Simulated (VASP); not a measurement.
# GaP (ke600) (F-43m) in VASP: single point with LDA

Aim: the single point of GaP (ke600) with LDA.

All numbers are computed with VASP 6.6.1; they aren't measurements. Logs are shortened: lines on timing, memory, paths and dates and some standing lists are left out, and cuts for length are marked.

## 1. The cell of the first run

Symmetry: F-43m, No. 216, cubic system. Conventional cell: a = 5.391 Å, b = 5.391 Å, c = 5.391 Å, α = 90.00°, β = 90.00°, γ = 90.00°. Within 3.1 Å of Ga (site symmetry -43m) lie 4 P at 2.33 Å. Within 3.1 Å of P (site symmetry -43m) lie 4 Ga at 2.33 Å.

## 2. Single point, LDA

File INCAR:

```
PREC = Accurate
ENCUT = 520
EDIFF = 1E-6
ISMEAR = 0
SIGMA = 0.02
LREAL = F
LASPH = T
NELM = 100
ALGO = Normal
ISIF = 2
LWAVE = F
LCHARG = F
NBANDS = 16
```

File KPOINTS:

```
regular mesh
0
Gamma
  8 8 8
```

File POSCAR:

```
GaP
1.0
    0.0000000000      2.6956990857      2.6956990857
    2.6956990857      0.0000000000      2.6956990857
    2.6956990857      2.6956990857      0.0000000000
Ga P
1 1
Direct
    0.0000000000      0.0000000000      0.0000000000
    0.7500000000      0.7500000000      0.7500000000
```

Potentials or basis: VASP PAW LDA potentials, release 64 (Ga_d, P).

The run is started by

```console
cat potpaw_LDA.64/Ga_d/POTCAR potpaw_LDA.64/P/POTCAR > POTCAR
mpirun -np 1 vasp_std > vasp.out
```

OUTCAR:

```text
PREC = Accurate
   ENCUT = 520
   EDIFF = 1E-6
   ISMEAR = 0
   LREAL = F
   LASPH = T
   NELM = 100
   ISIF = 2

 ion  position               nearest neighbor table
   1  0.000  0.000  0.000-   2 2.33   2 2.33   2 2.33   2 2.33
   2  0.750  0.750  0.750-   1 2.33   1 2.33   1 2.33   1 2.33

  LATTYP: Found a face centered cubic cell.
 ALAT       =     5.3913981714

  Lattice vectors:

 A1 = (   0.0000000000,   2.6956990857,   2.6956990857)
 A2 = (   2.6956990857,   0.0000000000,   2.6956990857)
 A3 = (   2.6956990857,   2.6956990857,   0.0000000000)

Analysis of symmetry for initial positions (statically):
=====================================================================
 Subroutine PRICEL returns:
 Original cell was already a primitive cell.

 Routine SETGRP: Setting up the symmetry group for a
 face centered cubic supercell.

 Subroutine GETGRP returns: Found 24 space group operations
 (whereof 24 operations were pure point group operations)
 out of a pool of 48 trial point group operations.

The static configuration has the point symmetry T_d .

Analysis of symmetry for dynamics (positions and initial velocities):
=====================================================================
 Subroutine PRICEL returns:
 Original cell was already a primitive cell.

 Routine SETGRP: Setting up the symmetry group for a
 face centered cubic supercell.

 Subroutine GETGRP returns: Found 24 space group operations
 (whereof 24 operations were pure point group operations)
 out of a pool of 48 trial point group operations.

The dynamic configuration has the point symmetry T_d .

 Subroutine INISYM returns: Found 24 space group operations
 (whereof 24 operations are pure point group operations),
 and found     1 'primitive' translations

----------------------------------------------------------------------------------------

                                     Primitive cell

  volume of cell :      39.1782

  direct lattice vectors                    reciprocal lattice vectors
     0.000000000  2.695699086  2.695699086    -0.185480643  0.185480643  0.185480643
     2.695699086  0.000000000  2.695699086     0.185480643 -0.185480643  0.185480643
     2.695699086  2.695699086  0.000000000     0.185480643  0.185480643 -0.185480643

  length of vectors
     3.812294207  3.812294207  3.812294207     0.321261898  0.321261898  0.321261898

  position of ions in fractional coordinates (direct lattice)
     0.000000000  0.000000000  0.000000000
     0.750000000  0.750000000  0.750000000

  ion indices of the primitive-cell ions
   primitive index   ion index
                 1           1
                 2           2

----------------------------------------------------------------------------------------

 KPOINTS: regular mesh

Automatic generation of k-mesh.
 Grid dimensions read from file:
 generate k-points for:    8    8    8

 Generating k-lattice:

  Cartesian coordinates                     Fractional coordinates (reciprocal lattice)
    -0.023185080  0.023185080  0.023185080     0.125000000  0.000000000  0.000000000
     0.023185080 -0.023185080  0.023185080     0.000000000  0.125000000  0.000000000
     0.023185080  0.023185080 -0.023185080     0.000000000  0.000000000  0.125000000

  Length of vectors
     0.040157737  0.040157737  0.040157737

  Shift w.r.t. Gamma in fractional coordinates (k-lattice)
     0.000000000  0.000000000  0.000000000

 Subroutine IBZKPT returns following result:
 ===========================================

 Found     29 irreducible k-points:

 Following reciprocal coordinates:
            Coordinates               Weight
  0.000000  0.000000  0.000000      1.000000
  0.125000  0.000000  0.000000      8.000000
  0.250000  0.000000  0.000000      8.000000
  0.375000  0.000000  0.000000      8.000000
  0.500000  0.000000  0.000000      4.000000
  0.125000  0.125000  0.000000      6.000000
[... 16 lines left out ...]
  0.500000  0.250000  0.125000     48.000000
 -0.375000  0.250000  0.125000     24.000000
 [... further k-points ...]
   k-points           NKPTS =     29   k-points in BZ     NKDIM =     29   number of bands    NBANDS=     16
   number of dos      NEDOS =    301   number of ions     NIONS =      2
   total plane-waves  NPLWV =  21952
   dimension x,y,z NGX =    28 NGY =   28 NGZ =   28
   dimension x,y,z NGXF=    56 NGYF=   56 NGZF=   56
   ions per type =               1   1
   NGX,Y,Z   is equivalent  to a cutoff of  12.21, 12.21, 12.21 a.u.
   NGXF,Y,Z  is equivalent  to a cutoff of  24.42, 24.42, 24.42 a.u.
 SYSTEM =  unknown system
   PREC   = accura    normal or accurate (medium, high low for compatibility)
   ISTART =      0    job   : 0-new  1-cont  2-samecut
   ICHARG =      2    charge: 1-file 2-atom 10-const
   ISPIN  =      1    spin polarized calculation?
   LNONCOLLINEAR =      F non collinear calculations
   LSORBIT =      F    spin-orbit coupling
   LASPH  =      T    aspherical Exc in radial PAW
   ENCUT  =  520.0 eV  38.22 Ry    6.18 a.u.   7.09  7.09  7.09*2*pi/ulx,y,z
   NELM   =    100;   NELMIN=  2; NELMDL= -5     # of ELM steps
   EDIFF  = 0.1E-05   stopping-criterion for ELM
   LREAL  =      F    real-space projection
   EDIFFG = 0.1E-04   stopping-criterion for IOM
   NSW    =      0    number of steps for IOM
   IBRION =     -1    ionic relax: 0-MD 1-quasi-New 2-CG
   NFREE  =      0    steps in history (QN), initial steepest desc. (CG)
   ISIF   =      2    stress and relaxation
   ISYM   =      2    0-nonsym 1-usesym 2-fastsym
   POTIM  = 0.5000    time-step for ionic-motion
   TEBEG  =    0.0;   TEEND  =   0.0 temperature during run
   PSTRESS=    0.0 pullay stress
   NELECT =      18.0000    total number of electrons
   NUPDOWN=      -1.0000    fix difference up-down
   EMIN   =  10.00;   EMAX   =-10.00  energy-range for DOS
   EFERMI =   0.00;   METHOD = LEGACY
   ISMEAR =     0;   SIGMA  =   0.02  broadening in eV -4-tet -1-fermi 0-gaus
   EFERMI_NEDOS =   21; number of points for ismear=-14 and -15
   IALGO  =     38    algorithm
   IMIX   =      4    mixing-type and parameters
     AMIX     =   0.40;   BMIX     =  1.00
     AMIX_MAG =   1.60;   BMIX_MAG =  1.00
  volume/ion in A,a.u.               =      19.59       132.19
  Fermi-wavevector in a.u.,A,eV,Ry     =   1.263235  2.387169 21.711680  1.595763
  Thomas-Fermi vector in A             =   2.396603
   LORBIT       =      0    0 simple, 1 ext, 2 COOP (PROOUT), +10 PAW based schemes
   GGA     = CA    functional components
   LHFCALC =     F    Hartree Fock is set to
   AEXX    =    0.0000 exact exchange contribution
   IVDW    =     0    specifies the selected vdW correction
   LEPSILON=     F    determine dielectric tensor
   LRPA    =     F    only Hartree local field effects (RPA)
 non-spin polarized calculation
 Gauss-broadening in eV      SIGMA  =   0.02
  energy-cutoff  :      520.00
  volume of cell :       39.18
 maximum number of plane-waves:      1067
   NGX = 15   NGY = 15   NGZ = 15

 number of electron      17.9999998 magnetization

 Free energy of the ion-electron system (eV)
  ---------------------------------------------------
  ext. energy  EPLUGINS =         0.00000000
  ---------------------------------------------------
  free energy    TOTEN  =       -10.45076824 eV

  energy without entropy =      -10.45076824  energy(sigma->0) =      -10.45076824

 E-fermi :   4.9424     XC(G=0): -10.3106

 val. band max:        4.8478893853   @ k =   0.0000   0.0000   0.0000
 cond. band min:       6.2777004224   @ k =   0.5000   0.5000   0.0000
 fundamental gap:      1.4298110371
 Fermi energy:         4.9424056250

 k-point     1 :       0.0000    0.0000    0.0000
  band No.  band energies     occupation
      1      -9.9177      2.00000
      2      -9.9177      2.00000
      3      -9.9177      2.00000
      4      -9.8094      2.00000
      5      -9.8094      2.00000
      6      -7.9122      2.00000
[... 8 lines left out ...]
     15      14.6920      0.00000
     16      14.6920      0.00000

 k-point     2 :       0.1250    0.0000    0.0000
  band No.  band energies     occupation
      1      -9.9323      2.00000
      2      -9.9126      2.00000
      3      -9.9126      2.00000
      4      -9.8095      2.00000
      5      -9.8095      2.00000
      6      -7.7011      2.00000
[... 8 lines left out ...]
     15      14.0095      0.00000
     16      14.4232      0.00000

 k-point     3 :       0.2500    0.0000    0.0000
  band No.  band energies     occupation
      1      -9.9642      2.00000
      2      -9.9016      2.00000
      3      -9.9016      2.00000
      4      -9.8081      2.00000
      5      -9.8081      2.00000
      6      -7.1008      2.00000
[... 8 lines left out ...]
     15      13.8103      0.00000
     16      14.6116      0.00000

 k-point     4 :       0.3750    0.0000    0.0000
  band No.  band energies     occupation
      1      -9.9928      2.00000
      2      -9.8933      2.00000
      3      -9.8933      2.00000
      4      -9.8039      2.00000
      5      -9.8039      2.00000
      6      -6.2527      2.00000
[... 8 lines left out ...]
     15      15.0512      0.00000
     16      15.0512      0.00000
[... 324 lines left out ...]
 k-point    22 :       0.3750    0.2500    0.1250
  band No.  band energies     occupation
      1      -9.9882      2.00000
      2      -9.8887      2.00000
      3      -9.8842      2.00000
      4      -9.8217      2.00000
      5      -9.7995      2.00000
      6      -6.5892      2.00000
[... 8 lines left out ...]
     15      16.0339      0.00000
     16      17.2611      0.00000

 k-point    23 :       0.5000    0.2500    0.1250
  band No.  band energies     occupation
      1     -10.0040      2.00000
      2      -9.8849      2.00000
      3      -9.8742      2.00000
      4      -9.8195      2.00000
      5      -9.7996      2.00000
      6      -5.7864      2.00000
[... 8 lines left out ...]
     15      16.4108      0.00000
     16      17.7197      0.00000

 k-point    24 :      -0.3750    0.2500    0.1250
  band No.  band energies     occupation
      1     -10.0098      2.00000
      2      -9.8845      2.00000
      3      -9.8707      2.00000
      4      -9.8155      2.00000
      5      -9.8014      2.00000
      6      -5.2880      2.00000
[... 8 lines left out ...]
     15      16.8436      0.00000
     16      17.4324      0.00000

 [... further k-points ...]

------------------------ aborting loop because EDIFF is reached ----------------------------------------

  FORCE on cell =-STRESS in cart. coord.  units (eV):
  Direction    XX          YY          ZZ          XY          YZ          ZX
  --------------------------------------------------------------------------------------
  -------------------------------------------------------------------------------------
  Total        0.0175370      0.0175370      0.0175370      0.0000000      0.0000000     -0.0000000
  in kB        0.7171695      0.7171695      0.7171695      0.0000000      0.0000000     -0.0000000
  external PRESSURE =       0.7171695 kB  Pullay stress =       0.0000000 kB

 VOLUME and BASIS-vectors are now :
 -----------------------------------------------------------------------------
  energy-cutoff  :      520.00
  volume of cell :       39.18
      direct lattice vectors                 reciprocal lattice vectors
     0.000000000  2.695699086  2.695699086    -0.185480643  0.185480643  0.185480643
     2.695699086  0.000000000  2.695699086     0.185480643 -0.185480643  0.185480643
     2.695699086  2.695699086  0.000000000     0.185480643  0.185480643 -0.185480643

 POSITION                                       TOTAL-FORCE (eV/Angst)
 -----------------------------------------------------------------------------------
      0.00000      0.00000      0.00000        -0.000000      0.000000      0.000000
      4.04355      4.04355      4.04355         0.000000     -0.000000     -0.000000
 -----------------------------------------------------------------------------------
    total drift:                               -0.000000     -0.000000     -0.000000

  FREE ENERGIE OF THE ION-ELECTRON SYSTEM (eV)
  ---------------------------------------------------
  free  energy   TOTEN  =       -10.4507682407 eV

  energy  without entropy=      -10.4507682407  energy(sigma->0) =      -10.45076824
```

Wall time 19 s (1 thread of AMD EPYC 7R13 (Zen 3), shared host); peak memory 0.11 GiB.

Results:

| Property | Result |
| --- | --- |
| Free energy | -10.4508 eV |
| Pressure | 0.1 GPa |
| Band gap on the k mesh | 1.43 eV, indirect (least direct gap 1.91 eV) |

Levels at points of the mesh, in eV from the valence-band top:
| k point | band 5 | band 6 | band 7 | band 8 | band 9 | band 10 | band 11 | band 12 | band 13 | band 14 |
| --- | --- | --- | --- | --- | --- | --- | --- | --- | --- | --- |
| (0.00, 0.00, 0.00) | -14.66 | -12.76 | 0.00 | 0.00 | 0.00 | 1.91 | 3.78 | 3.78 | 3.78 | 8.64 |
| (0.50, 0.00, 0.00) | -14.65 | -10.57 | -6.90 | -1.18 | -1.18 | 1.62 | 4.62 | 4.62 | 8.11 | 10.88 |
| (0.50, 0.50, 0.00) | -14.63 | -9.60 | -7.00 | -2.82 | -2.82 | 1.43 | 1.65 | 10.70 | 10.70 | 11.27 |

A k mesh can miss the band edges. LDA gaps usually lie below the measured ones, often by a third to a half.
